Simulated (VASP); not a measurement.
AlIn2N3, 6 atoms in the cell. The structure is tetragonal, space group P4/mmm (No. 123). The conventional cell has a = 3.908 Å, b = 3.908 Å, c = 5.644 Å, α = 90.00°, β = 90.00°, γ = 90.00°. Within 3.7 Å of Al (site symmetry 4/mmm) lie 10 N at 2.82 to 3.43 Å and 8 In at 3.12 Å. In (site symmetry 4mm) has 8 N at 2.39 to 3.09 Å and 2 In at 2.76 to 2.88 Å and 4 Al at 3.12 Å within 3.2 Å. N (site symmetry 4/mmm) has 4 N at 1.95 Å within 2.6 Å. N (site symmetry mmm) has 2 N at 1.95 Å and 4 In at 2.39 Å within 2.6 Å. 

```yaml
Program: VASP 6.6.1
Task: single point
Functional: PBE
Potentials_or_basis: VASP PAW PBE potentials, release 64 (Al, In_d, N)
Cutoff: 520 eV
k_mesh: 4 × 4 × 4
Occupations: gaussian, width 0.1 eV
Spin: collinear spin, ferromagnetic start
Starting_moments: "[0.0, 0.0, 0.0, 1.0, 1.0, 1.0] μB"
Dipole_correction: no
Further_INCAR_settings: ALGO = Normal; EDIFF = 1e-06; NBANDS = 35
```

Potentials or basis: VASP PAW PBE potentials, release 64 (Al, In_d, N).

Run with:

```console
$ cat potpaw_PBE.64/Al/POTCAR potpaw_PBE.64/In_d/POTCAR potpaw_PBE.64/N/POTCAR > POTCAR
$ mpirun -np 1 vasp_std > vasp.out
```

Hardware: 1 thread of Intel Xeon 6975P-C, on a shared host.

Estimate the wall time of this run.

It took 110 s on 1 thread of Intel Xeon 6975P-C, on a shared host, peak memory 0.26 GiB. Counts: scf iterations 16, k points 18.
